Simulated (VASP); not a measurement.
# NbP (I4_1md) in VASP: notebook, part 2 of 2

VASP 6.6.1.

### Step 5. Single point, PBE (16.49 Å³/atom)

This run uses another cell than the first one, of 16.49 Å³/atom.

Contents of INCAR:

```
  ALGO = Normal
  EDIFF = 1E-7
  ENCUT = 520
  GGA = PE
  ISIF = 2
  ISMEAR = -1
  LASPH = True
  LCHARG = False
  LREAL = False
  LWAVE = False
  NBANDS = 26
  NELM = 60
  PREC = Accurate
  SIGMA = 0.02
```

Contents of KPOINTS:

```
k-points
0
Gamma
  8 8 8
```

Contents of POSCAR:

```
NbP
1.0
   -1.6891456162      1.6891456162      5.7791902110
    1.6891456162     -1.6891456162      5.7791902110
    1.6891456162      1.6891456162     -5.7791902110
Nb P
2 2
Direct
    0.7499687201      0.7499687201      0.0000000000
    0.4999687201      0.9999687201      0.5000000000
    0.3326598549      0.3326598549      0.0000000000
    0.0826598549      0.5826598549      0.5000000000
```

Potentials or basis: VASP PAW PBE potentials, release 64 (Nb_sv, P).

Started as:

```bash
$ cat potpaw_PBE.64/Nb_sv/POTCAR potpaw_PBE.64/P/POTCAR > POTCAR
$ mpirun -np 1 vasp_std > vasp.out
```

OUTCAR:

```text
EDIFF = 1E-7
   ENCUT = 520
   GGA = PE
   ISIF = 2
   ISMEAR = -1
   LASPH = True
   LREAL = False
   NELM = 60
   PREC = Accurate

 ion  position               nearest neighbor table
   1  0.750  0.750  0.000-   4 2.57   4 2.57   3 2.57   3 2.57   3 2.57   3 2.57
   2  0.500  1.000  0.500-   3 2.57   3 2.57   4 2.57   4 2.57   4 2.57   4 2.57
   3  0.333  0.333  0.000-   2 2.57   2 2.57   1 2.57   1 2.57   1 2.57   1 2.57
   4  0.083  0.583  0.500-   1 2.57   1 2.57   2 2.57   2 2.57   2 2.57   2 2.57

  LATTYP: Found a body centered tetragonal cell.
 ALAT       =     3.3782912324
 C/A-ratio  =     3.4213688598

  Lattice vectors:

 A1 = (  -1.6891456162,   1.6891456162,   5.7791902110)
 A2 = (   1.6891456162,  -1.6891456162,   5.7791902110)
 A3 = (   1.6891456162,   1.6891456162,  -5.7791902110)

Analysis of symmetry for initial positions (statically):
=====================================================================
 Subroutine PRICEL returns:
 Original cell was already a primitive cell.

 Routine SETGRP: Setting up the symmetry group for a
 body centered tetragonal supercell.

 Subroutine GETGRP returns: Found  8 space group operations
 (whereof  4 operations were pure point group operations)
 out of a pool of 16 trial point group operations.

The static configuration has the point symmetry C_2v.
 The point group associated with its full space group is C_4v.

Analysis of symmetry for dynamics (positions and initial velocities):
=====================================================================
 Subroutine PRICEL returns:
 Original cell was already a primitive cell.

 Routine SETGRP: Setting up the symmetry group for a
 body centered tetragonal supercell.

 Subroutine GETGRP returns: Found  8 space group operations
 (whereof  4 operations were pure point group operations)
 out of a pool of 16 trial point group operations.

The dynamic configuration has the point symmetry C_2v.
 The point group associated with its full space group is C_4v.

 Subroutine INISYM returns: Found  8 space group operations
 (whereof  4 operations are pure point group operations),
 and found     1 'primitive' translations

----------------------------------------------------------------------------------------

                                     Primitive cell

  volume of cell :      65.9570

  direct lattice vectors                    reciprocal lattice vectors
    -1.689145616  1.689145616  5.779190211     0.000000000  0.296007636  0.086517312
     1.689145616 -1.689145616  5.779190211     0.296007636  0.000000000  0.086517312
     1.689145616  1.689145616 -5.779190211     0.296007636  0.296007636  0.000000000

  length of vectors
     6.253436281  6.253436281  6.253436281     0.308392227  0.308392227  0.418618013

  position of ions in fractional coordinates (direct lattice)
     0.749968720  0.749968720  0.000000000
     0.499968720  0.999968720  0.500000000
     0.332659855  0.332659855  0.000000000
     0.082659855  0.582659855  0.500000000

  ion indices of the primitive-cell ions
   primitive index   ion index
                 1           1
                 2           2
                 3           3
                 4           4

----------------------------------------------------------------------------------------

 KPOINTS: k-points

Automatic generation of k-mesh.
 Grid dimensions read from file:
 generate k-points for:    8    8    8

 Generating k-lattice:

  Cartesian coordinates                     Fractional coordinates (reciprocal lattice)
     0.000000000  0.037000954  0.010814664     0.125000000  0.000000000 -0.000000000
     0.037000954  0.000000000  0.010814664     0.000000000  0.125000000 -0.000000000
     0.037000954  0.037000954  0.000000000     0.000000000  0.000000000  0.125000000

  Length of vectors
     0.038549028  0.038549028  0.052327252

  Shift w.r.t. Gamma in fractional coordinates (k-lattice)
     0.000000000  0.000000000  0.000000000

 Subroutine IBZKPT returns following result:
 ===========================================

 Found     59 irreducible k-points:

 Following reciprocal coordinates:
            Coordinates               Weight
  0.000000  0.000000  0.000000      1.000000
  0.125000  0.000000 -0.000000      8.000000
  0.250000  0.000000 -0.000000      8.000000
  0.375000 -0.000000  0.000000      8.000000
  0.500000  0.000000 -0.000000      4.000000
  0.125000  0.125000 -0.000000      8.000000
[... 16 lines left out ...]
  0.250000  0.125000  0.125000     16.000000
  0.375000  0.125000  0.125000      8.000000
 [... further k-points ...]
   k-points           NKPTS =     59   k-points in BZ     NKDIM =     59   number of bands    NBANDS=     26
   number of dos      NEDOS =    301   number of ions     NIONS =      4
   total plane-waves  NPLWV = 110592
   dimension x,y,z NGX =    48 NGY =   48 NGZ =   48
   dimension x,y,z NGXF=    96 NGYF=   96 NGZF=   96
   ions per type =               2   2
   NGX,Y,Z   is equivalent  to a cutoff of  12.76, 12.76, 12.76 a.u.
   NGXF,Y,Z  is equivalent  to a cutoff of  25.52, 25.52, 25.52 a.u.
 SYSTEM =  unknown system
   PREC   = accura    normal or accurate (medium, high low for compatibility)
   ISTART =      0    job   : 0-new  1-cont  2-samecut
   ICHARG =      2    charge: 1-file 2-atom 10-const
   ISPIN  =      1    spin polarized calculation?
   LNONCOLLINEAR =      F non collinear calculations
   LSORBIT =      F    spin-orbit coupling
   LASPH  =      T    aspherical Exc in radial PAW
   ENCUT  =  520.0 eV  38.22 Ry    6.18 a.u.  11.63 11.63 11.63*2*pi/ulx,y,z
   NELM   =     60;   NELMIN=  2; NELMDL= -5     # of ELM steps
   EDIFF  = 0.1E-06   stopping-criterion for ELM
   LREAL  =      F    real-space projection
   EDIFFG = 0.1E-05   stopping-criterion for IOM
   NSW    =      0    number of steps for IOM
   IBRION =     -1    ionic relax: 0-MD 1-quasi-New 2-CG
   NFREE  =      0    steps in history (QN), initial steepest desc. (CG)
   ISIF   =      2    stress and relaxation
   ISYM   =      2    0-nonsym 1-usesym 2-fastsym
   POTIM  = 0.5000    time-step for ionic-motion
   TEBEG  =    0.0;   TEEND  =   0.0 temperature during run
   PSTRESS=    0.0 pullay stress
   NELECT =      36.0000    total number of electrons
   NUPDOWN=      -1.0000    fix difference up-down
   EMIN   =  10.00;   EMAX   =-10.00  energy-range for DOS
   EFERMI =   0.00;   METHOD = LEGACY
   ISMEAR =    -1;   SIGMA  =   0.02  broadening in eV -4-tet -1-fermi 0-gaus
   EFERMI_NEDOS =   21; number of points for ismear=-14 and -15
   IALGO  =     38    algorithm
   IMIX   =      4    mixing-type and parameters
     AMIX     =   0.40;   BMIX     =  1.00
     AMIX_MAG =   1.60;   BMIX_MAG =  1.00
  volume/ion in A,a.u.               =      16.49       111.28
  Fermi-wavevector in a.u.,A,eV,Ry     =   1.337895  2.528254 24.353916  1.789962
  Thomas-Fermi vector in A             =   2.466408
   LORBIT       =      0    0 simple, 1 ext, 2 COOP (PROOUT), +10 PAW based schemes
   GGA     = PE    functional components
   LHFCALC =     F    Hartree Fock is set to
   AEXX    =    0.0000 exact exchange contribution
   IVDW    =     0    specifies the selected vdW correction
   LEPSILON=     F    determine dielectric tensor
   LRPA    =     F    only Hartree local field effects (RPA)
 non-spin polarized calculation
  energy-cutoff  :      520.00
  volume of cell :       65.96
 maximum number of plane-waves:      1793
   NGX = 23   NGY = 23   NGZ = 23

 number of electron      35.9999999 magnetization

 Free energy of the ion-electron system (eV)
  ---------------------------------------------------
  ext. energy  EPLUGINS =         0.00000000
  ---------------------------------------------------
  free energy    TOTEN  =       -35.27049423 eV

  energy without entropy =      -35.26927934  energy(sigma->0) =      -35.26988678

 E-fermi :  10.2433     XC(G=0): -11.8729

 val. band max:       10.2121710206   @ k =  -0.2500   0.2500   0.2500
 cond. band min:      10.2503654780   @ k =  -0.2500   0.5000   0.2500
 fundamental gap:      0.0381944574
 Fermi energy:        10.2433429840

 k-point     1 :       0.0000    0.0000    0.0000
  band No.  band energies     occupation
      1     -44.7713      2.00000
      2     -44.7382      2.00000
      3     -20.9954      2.00000
      4     -20.8279      2.00000
      5     -20.8279      2.00000
      6     -20.6909      2.00000
[... 18 lines left out ...]
     25      14.1921      0.00000
     26      14.1921      0.00000
[... 644 lines left out ...]
      4     -20.9409      2.00000
      5     -20.9051      2.00000
      6     -20.8216      2.00000
[... 18 lines left out ...]
     25      14.8408      0.00000
     26      16.0259      0.00000

 [... further k-points ...]
[... 5 lines left out ...]
  --------------------------------------------------------------------------------------
  -------------------------------------------------------------------------------------
  Total       -2.4282364     -2.4282364     -2.0214940      0.0000000      0.0000000      0.0000000
  in kB      -58.9848380    -58.9848380    -49.1045654      0.0000000      0.0000000      0.0000000
  external PRESSURE =     -55.6914138 kB  Pullay stress =       0.0000000 kB

 VOLUME and BASIS-vectors are now :
 -----------------------------------------------------------------------------
  energy-cutoff  :      520.00
  volume of cell :       65.96
      direct lattice vectors                 reciprocal lattice vectors
    -1.689145616  1.689145616  5.779190211     0.000000000  0.296007636  0.086517312
     1.689145616 -1.689145616  5.779190211     0.296007636  0.000000000  0.086517312
     1.689145616  1.689145616 -5.779190211     0.296007636  0.296007636  0.000000000

 POSITION                                       TOTAL-FORCE (eV/Angst)
 -----------------------------------------------------------------------------------
      0.00000      0.00000      8.66842         0.000000      0.000000     -0.000861
      1.68915      0.00000      5.77883        -0.000000     -0.000000     -0.000861
      0.00000      0.00000      3.84501        -0.000000      0.000000      0.000861
      1.68915      0.00000      0.95541         0.000000     -0.000000      0.000861
 -----------------------------------------------------------------------------------
    total drift:                               -0.000000     -0.000000     -0.000173

  FREE ENERGIE OF THE ION-ELECTRON SYSTEM (eV)
  ---------------------------------------------------
  free  energy   TOTEN  =       -35.2704942289 eV

  energy  without entropy=      -35.2692793387  energy(sigma->0) =      -35.26988678
```

OSZICAR:

```text
N       E                     dE             d eps       ncg     rms          rms(c)
DAV:   1     0.354420478320E+03    0.35442E+03   -0.19111E+04  3068   0.138E+03
DAV:   2    -0.755861307657E+01   -0.36198E+03   -0.35156E+03  3636   0.506E+02
DAV:   3    -0.358930603369E+02   -0.28334E+02   -0.27898E+02  5688   0.107E+02
DAV:   4    -0.376672228912E+02   -0.17742E+01   -0.17640E+01  4600   0.215E+01
DAV:   5    -0.377404300618E+02   -0.73207E-01   -0.73130E-01  5468   0.479E+00    0.124E+01
DAV:   6    -0.352579380198E+02    0.24825E+01   -0.87677E+00  4728   0.202E+01    0.449E+00
DAV:   7    -0.352726475126E+02   -0.14709E-01   -0.67523E-01  4644   0.452E+00    0.294E+00
DAV:   8    -0.352699553395E+02    0.26922E-02   -0.88047E-02  4786   0.190E+00    0.482E-01
DAV:   9    -0.352701104421E+02   -0.15510E-03   -0.71155E-03  4934   0.534E-01    0.318E-01
DAV:  10    -0.352705177121E+02   -0.40727E-03   -0.19051E-03  3794   0.405E-01    0.563E-02
DAV:  11    -0.352704995599E+02    0.18152E-04   -0.11823E-04  4804   0.876E-02    0.236E-02
DAV:  12    -0.352704969340E+02    0.26259E-05   -0.35766E-06  4388   0.185E-02    0.107E-02
DAV:  13    -0.352704944519E+02    0.24821E-05   -0.16500E-06  4414   0.121E-02    0.298E-03
DAV:  14    -0.352704942147E+02    0.23722E-06   -0.96251E-08  2624   0.322E-03    0.306E-04
DAV:  15    -0.352704942289E+02   -0.14219E-07   -0.25859E-08  2106   0.194E-03
   1 F= -.35270494E+02 E0= -.35269887E+02  d E =-.121489E-02
```

stdout:

```text
POSCAR found type information on POSCAR NbP
 POSCAR found :  2 types and       4 ions
 scaLAPACK will be used
 LDA part: xc-table for (Slater+PW92), standard interpolation
 POSCAR, INCAR and KPOINTS ok, starting setup
 FFT: planning ... GRIDC
 FFT: planning ... GRID_SOFT
 FFT: planning ... GRID
 WAVECAR not read
 entering main loop
```

It took 7.6 min on 1 thread of Intel Xeon 8259CL, shared host; peak memory 0.33 GiB.

Results:

```
Free energy            : -35.2705 eV
Pressure               : -5.6 GPa
Band gap on the k mesh : zero (bands 18 and 19 overlap by 0.04 eV)
```

Stress tensor (GPa, compression positive):
```
-5.90  0.00  0.00
 0.00 -5.90  0.00
 0.00  0.00 -4.91
```

Levels at points of the mesh, in eV from the Fermi level:
```csv
k point,band 14,band 15,band 16,band 17,band 18,band 19,band 20,band 21,band 22,band 23
"(0.00, 0.00, 0.00)",-2.20,-2.05,-1.64,-1.34,-1.34,0.80,1.53,2.58,3.03,3.03
"(0.50, 0.00, 0.00)",-3.14,-2.27,-1.83,-1.44,-0.12,0.08,1.27,2.37,2.53,3.14
"(0.50, 0.50, 0.00)",-4.54,-2.80,-2.80,-0.43,-0.43,2.84,2.84,2.95,2.95,3.87
"(0.50, 0.50, 0.50)",-2.64,-2.56,-2.56,-0.56,-0.56,1.14,1.14,2.22,2.22,3.43
```

Caveat: the cell stands under tension.

### Step 6. The runs side by side

```csv
cell,gap on the mesh (eV),pressure (GPa),largest force (eV/Å)
"a = 6.066 Å, angles 148.7, 148.7, 44.9°, 4 atoms",0.02,13.0,0.03
"a = 6.130 Å, angles 148.7, 148.7, 44.9°, 4 atoms",none,5.8,0.02
"a = 6.192 Å, angles 148.7, 148.7, 44.9°, 4 atoms",none,-0.3,0.01
"a = 6.253 Å, angles 148.7, 148.7, 44.9°, 4 atoms",none,-5.6,-
```

Alike in all rows: task single point; level PBE; potentials or basis VASP PAW PBE potentials, release 64 (Nb_sv, P); no spin polarisation; k mesh 8 × 8 × 8; cutoff (eV) 520; smearing fermi-dirac 0.02 eV.

Caveats: the cell stands under pressure (at least some runs); the cell stands under tension (at least some runs).

Absolute energies hang on the potentials; compare differences alone.

The gap in the log of VASP goes by the Fermi energy; the results here count the filled bands.